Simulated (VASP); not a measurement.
# Re (Fd-3m) in VASP: further runs

Re is run at these levels: PBEsol; tasks: single point, relaxation of cell and atoms.

All numbers are computed with VASP 6.6.1; they aren't measurements. Logs are shortened: lines on timing, memory, paths and dates and some standing lists are left out, and cuts for length are marked.

## (1) The cell of the first run

The structure is cubic, space group Fd-3m (No. 227). The conventional cell has a = 5.594 Å, b = 5.594 Å, c = 5.594 Å, α = 90.00°, β = 90.00°, γ = 90.00°. Re (site symmetry -43m) has 4 Re at 2.42 Å within 3.2 Å.

This isn't the form of Re at room conditions, which is hcp.

## (2) Single point, PBEsol

INCAR reads:

```
ALGO = Normal
EDIFF = 1E-6
ENCUT = 560
GGA = PS
GGA_COMPAT = False
ISIF = 2
ISMEAR = 0
LASPH = True
LCHARG = False
LREAL = False
LWAVE = False
NBANDS = 22
NELM = 120
PREC = Accurate
SIGMA = 0.1
```

KPOINTS reads:

```
k-points
0
Gamma
  13 13 13
```

POSCAR reads:

```
Re
1.0
    0.0000000000      2.7970083772      2.7970083772
    2.7970083772      0.0000000000      2.7970083772
    2.7970083772      2.7970083772      0.0000000000
Re
2
Direct
    1.0000000000      1.0000000000      1.0000000000
    0.2500000000      0.2500000000      0.2500000000
```

Potentials or basis: VASP PAW PBE potentials, release 64 (Re_sv_GW).

Launch:

```console
$ cat potpaw_PBE.64/Re_sv_GW/POTCAR > POTCAR
$ mpirun -np 1 vasp_std > vasp.out
```

OUTCAR:

```text
EDIFF = 1E-6
   ENCUT = 560
   GGA = PS
   ISIF = 2
   ISMEAR = 0
   LASPH = True
   LREAL = False
   NELM = 120
   PREC = Accurate

 ion  position               nearest neighbor table
   1  0.000  0.000  0.000-   2 2.42   2 2.42   2 2.42   2 2.42
   2  0.250  0.250  0.250-   1 2.42   1 2.42   1 2.42   1 2.42

  LATTYP: Found a face centered cubic cell.
 ALAT       =     5.5940167544

  Lattice vectors:

 A1 = (   0.0000000000,   2.7970083772,   2.7970083772)
 A2 = (   2.7970083772,   0.0000000000,   2.7970083772)
 A3 = (   2.7970083772,   2.7970083772,   0.0000000000)

Analysis of symmetry for initial positions (statically):
=====================================================================
 Subroutine PRICEL returns:
 Original cell was already a primitive cell.

 Routine SETGRP: Setting up the symmetry group for a
 face centered cubic supercell.

 Subroutine GETGRP returns: Found 48 space group operations
 (whereof 24 operations were pure point group operations)
 out of a pool of 48 trial point group operations.

The static configuration has the point symmetry T_d .
 The point group associated with its full space group is O_h .

Analysis of symmetry for dynamics (positions and initial velocities):
=====================================================================
 Subroutine PRICEL returns:
 Original cell was already a primitive cell.

 Routine SETGRP: Setting up the symmetry group for a
 face centered cubic supercell.

 Subroutine GETGRP returns: Found 48 space group operations
 (whereof 24 operations were pure point group operations)
 out of a pool of 48 trial point group operations.

The dynamic configuration has the point symmetry T_d .
 The point group associated with its full space group is O_h .

 Subroutine INISYM returns: Found 48 space group operations
 (whereof 24 operations are pure point group operations),
 and found     1 'primitive' translations

----------------------------------------------------------------------------------------

                                     Primitive cell

  volume of cell :      43.7634

  direct lattice vectors                    reciprocal lattice vectors
     0.000000000  2.797008377  2.797008377    -0.178762425  0.178762425  0.178762425
     2.797008377  0.000000000  2.797008377     0.178762425 -0.178762425  0.178762425
     2.797008377  2.797008377  0.000000000     0.178762425  0.178762425 -0.178762425

  length of vectors
     3.955567181  3.955567181  3.955567181     0.309625602  0.309625602  0.309625602

  position of ions in fractional coordinates (direct lattice)
     0.000000000  0.000000000  0.000000000
     0.250000000  0.250000000  0.250000000

  ion indices of the primitive-cell ions
   primitive index   ion index
                 1           1
                 2           2

----------------------------------------------------------------------------------------

 KPOINTS: k-points

Automatic generation of k-mesh.
 Grid dimensions read from file:
 generate k-points for:   13   13   13

 Generating k-lattice:

  Cartesian coordinates                     Fractional coordinates (reciprocal lattice)
    -0.013750956  0.013750956  0.013750956     0.076923077  0.000000000  0.000000000
     0.013750956 -0.013750956  0.013750956     0.000000000  0.076923077  0.000000000
     0.013750956  0.013750956 -0.013750956     0.000000000  0.000000000  0.076923077

  Length of vectors
     0.023817354  0.023817354  0.023817354

  Shift w.r.t. Gamma in fractional coordinates (k-lattice)
     0.000000000  0.000000000  0.000000000

 Subroutine IBZKPT returns following result:
 ===========================================

 Found     84 irreducible k-points:

 Following reciprocal coordinates:
            Coordinates               Weight
  0.000000  0.000000  0.000000      1.000000
  0.076923  0.000000  0.000000      8.000000
  0.153846  0.000000  0.000000      8.000000
  0.230769  0.000000  0.000000      8.000000
  0.307692  0.000000  0.000000      8.000000
  0.384615  0.000000  0.000000      8.000000
[... 16 lines left out ...]
  0.384615  0.153846  0.000000     24.000000
  0.461538  0.153846  0.000000     24.000000
 [... further k-points ...]
   k-points           NKPTS =     84   k-points in BZ     NKDIM =     84   number of bands    NBANDS=     22
   number of dos      NEDOS =    301   number of ions     NIONS =      2
   total plane-waves  NPLWV =  32768
   dimension x,y,z NGX =    32 NGY =   32 NGZ =   32
   dimension x,y,z NGXF=    64 NGYF=   64 NGZF=   64
   ions per type =               2
   NGX,Y,Z   is equivalent  to a cutoff of  13.45, 13.45, 13.45 a.u.
   NGXF,Y,Z  is equivalent  to a cutoff of  26.90, 26.90, 26.90 a.u.
 SYSTEM =  unknown system
   PREC   = accura    normal or accurate (medium, high low for compatibility)
   ISTART =      0    job   : 0-new  1-cont  2-samecut
   ICHARG =      2    charge: 1-file 2-atom 10-const
   ISPIN  =      1    spin polarized calculation?
   LNONCOLLINEAR =      F non collinear calculations
   LSORBIT =      F    spin-orbit coupling
   LASPH  =      T    aspherical Exc in radial PAW
   ENCUT  =  560.0 eV  41.16 Ry    6.42 a.u.   7.63  7.63  7.63*2*pi/ulx,y,z
   NELM   =    120;   NELMIN=  2; NELMDL= -5     # of ELM steps
   EDIFF  = 0.1E-05   stopping-criterion for ELM
   LREAL  =      F    real-space projection
   EDIFFG = 0.1E-04   stopping-criterion for IOM
   NSW    =      0    number of steps for IOM
   IBRION =     -1    ionic relax: 0-MD 1-quasi-New 2-CG
   NFREE  =      0    steps in history (QN), initial steepest desc. (CG)
   ISIF   =      2    stress and relaxation
   ISYM   =      2    0-nonsym 1-usesym 2-fastsym
   POTIM  = 0.5000    time-step for ionic-motion
   TEBEG  =    0.0;   TEEND  =   0.0 temperature during run
   PSTRESS=    0.0 pullay stress
   NELECT =      30.0000    total number of electrons
   NUPDOWN=      -1.0000    fix difference up-down
   EMIN   =  10.00;   EMAX   =-10.00  energy-range for DOS
   EFERMI =   0.00;   METHOD = LEGACY
   ISMEAR =     0;   SIGMA  =   0.10  broadening in eV -4-tet -1-fermi 0-gaus
   EFERMI_NEDOS =   21; number of points for ismear=-14 and -15
   IALGO  =     38    algorithm
   IMIX   =      4    mixing-type and parameters
     AMIX     =   0.40;   BMIX     =  1.00
     AMIX_MAG =   1.60;   BMIX_MAG =  1.00
  volume/ion in A,a.u.               =      21.88       147.67
  Fermi-wavevector in a.u.,A,eV,Ry     =   1.443482  2.727786 28.349662  2.083641
  Thomas-Fermi vector in A             =   2.561885
   LORBIT       =      0    0 simple, 1 ext, 2 COOP (PROOUT), +10 PAW based schemes
   GGA     = PS    functional components
   LHFCALC =     F    Hartree Fock is set to
   AEXX    =    0.0000 exact exchange contribution
   IVDW    =     0    specifies the selected vdW correction
   LEPSILON=     F    determine dielectric tensor
   LRPA    =     F    only Hartree local field effects (RPA)
 non-spin polarized calculation
 Gauss-broadening in eV      SIGMA  =   0.10
  energy-cutoff  :      560.00
  volume of cell :       43.76
 maximum number of plane-waves:      1363
   NGX = 15   NGY = 15   NGZ = 15

 number of electron      29.9999998 magnetization

 Free energy of the ion-electron system (eV)
  ---------------------------------------------------
  ext. energy  EPLUGINS =         0.00000000
  ---------------------------------------------------
  free energy    TOTEN  =       -26.51195089 eV

  energy without entropy =      -26.50516725  energy(sigma->0) =      -26.50855907

 E-fermi :   6.9322     XC(G=0): -11.6375

 val. band max:        6.9297928881   @ k =  -0.4615   0.4615   0.0000
 cond. band min:       6.9608799365   @ k =  -0.3846   0.2308   0.0769
 fundamental gap:      0.0310870484
 Fermi energy:         6.9321927403

 k-point     1 :       0.0000    0.0000    0.0000
  band No.  band energies     occupation
      1     -72.6600      2.00000
      2     -72.2970      2.00000
      3     -34.8108      2.00000
      4     -34.8108      2.00000
      5     -34.8108      2.00000
      6     -33.7996      2.00000
[... 14 lines left out ...]
     21      18.2729      0.00000
     22      19.6215      0.00000

 k-point     2 :       0.0769    0.0000    0.0000
  band No.  band energies     occupation
      1     -72.6559      2.00000
      2     -72.2998      2.00000
      3     -34.8169      2.00000
      4     -34.8169      2.00000
      5     -34.8084      2.00000
      6     -33.8012      2.00000
[... 14 lines left out ...]
     21      18.4229      0.00000
     22      19.6757      0.00000

 k-point     3 :       0.1538    0.0000    0.0000
  band No.  band energies     occupation
      1     -72.6449      2.00000
      2     -72.3112      2.00000
      3     -34.8353      2.00000
      4     -34.8353      2.00000
      5     -34.8050      2.00000
      6     -33.8066      2.00000
[... 14 lines left out ...]
     21      17.8607      0.00000
     22      19.7444      0.00000

 k-point     4 :       0.2308    0.0000    0.0000
  band No.  band energies     occupation
      1     -72.6278      2.00000
      2     -72.3292      2.00000
      3     -34.8606      2.00000
      4     -34.8606      2.00000
      5     -34.8007      2.00000
      6     -33.8133      2.00000
[... 14 lines left out ...]
     21      17.1790      0.00000
     22      19.2527      0.00000

 k-point     5 :       0.3077    0.0000    0.0000
  band No.  band energies     occupation
      1     -72.6066      2.00000
      2     -72.3506      2.00000
      3     -34.8861      2.00000
      4     -34.8861      2.00000
      5     -34.7959      2.00000
      6     -33.8195      2.00000
[... 417 lines left out ...]
 k-point    22 :       0.3077    0.1538    0.0000
  band No.  band energies     occupation
      1     -72.6075      2.00000
      2     -72.3497      2.00000
      3     -34.9219      2.00000
      4     -34.9154      2.00000
      5     -34.7039      2.00000
      6     -33.9142      2.00000
[... 14 lines left out ...]
     21      16.8267      0.00000
     22      16.9395      0.00000

 k-point    23 :       0.3846    0.1538    0.0000
  band No.  band energies     occupation
      1     -72.5860      2.00000
      2     -72.3715      2.00000
      3     -34.9526      2.00000
      4     -34.9343      2.00000
      5     -34.6832      2.00000
      6     -33.9348      2.00000
[... 14 lines left out ...]
     21      16.3317      0.00000
     22      16.4239      0.00000

 k-point    24 :       0.4615    0.1538    0.0000
  band No.  band energies     occupation
      1     -72.5664      2.00000
      2     -72.3913      2.00000
      3     -34.9776      2.00000
      4     -34.9437      2.00000
      5     -34.6696      2.00000
      6     -33.9480      2.00000
[... 14 lines left out ...]
     21      15.8376      0.00000
     22      16.1335      0.00000

 [... further k-points ...]

------------------------ aborting loop because EDIFF is reached ----------------------------------------

  FORCE on cell =-STRESS in cart. coord.  units (eV):
  Direction    XX          YY          ZZ          XY          YZ          ZX
  --------------------------------------------------------------------------------------
  -------------------------------------------------------------------------------------
  Total       -0.6049937     -0.6049937     -0.6049937      0.0000000      0.0000000      0.0000000
  in kB      -22.1487962    -22.1487962    -22.1487962      0.0000000      0.0000000      0.0000000
  external PRESSURE =     -22.1487962 kB  Pullay stress =       0.0000000 kB

 VOLUME and BASIS-vectors are now :
 -----------------------------------------------------------------------------
  energy-cutoff  :      560.00
  volume of cell :       43.76
      direct lattice vectors                 reciprocal lattice vectors
     0.000000000  2.797008377  2.797008377    -0.178762425  0.178762425  0.178762425
     2.797008377  0.000000000  2.797008377     0.178762425 -0.178762425  0.178762425
     2.797008377  2.797008377  0.000000000     0.178762425  0.178762425 -0.178762425

 POSITION                                       TOTAL-FORCE (eV/Angst)
 -----------------------------------------------------------------------------------
      0.00000      0.00000      0.00000        -0.000000     -0.000000     -0.000000
      1.39850      1.39850      1.39850         0.000000      0.000000      0.000000
 -----------------------------------------------------------------------------------
    total drift:                               -0.000000      0.000000      0.000000

  FREE ENERGIE OF THE ION-ELECTRON SYSTEM (eV)
  ---------------------------------------------------
  free  energy   TOTEN  =       -26.5119508927 eV

  energy  without entropy=      -26.5051672481  energy(sigma->0) =      -26.50855907
```

It took 51 s on 1 thread of Intel Xeon 6975P-C (Granite Rapids), shared host; peak memory 0.23 GiB.

Results:

```yaml
Free_energy: -26.5120 eV
Pressure: -2.2 GPa
Band_gap_on_the_k_mesh: zero (bands 15 and 16 overlap by 1.16 eV)
```

Levels at points of the mesh, in eV from the Fermi level:
| k point | band 13 | band 14 | band 15 | band 16 | band 17 | band 18 |
| --- | --- | --- | --- | --- | --- | --- |
| (0.00, 0.00, 0.00) | -2.23 | -2.23 | 0.71 | 0.71 | 0.71 | 4.31 |

Caveat: the PAW data sets were made with another functional, which shifts forces and pressure a little; spin-orbit coupling is left out, which moves the levels of the heavy elements.

(Continued in part 2 of 2.)

The gap in the log of VASP goes by the Fermi energy; the results here count the filled bands.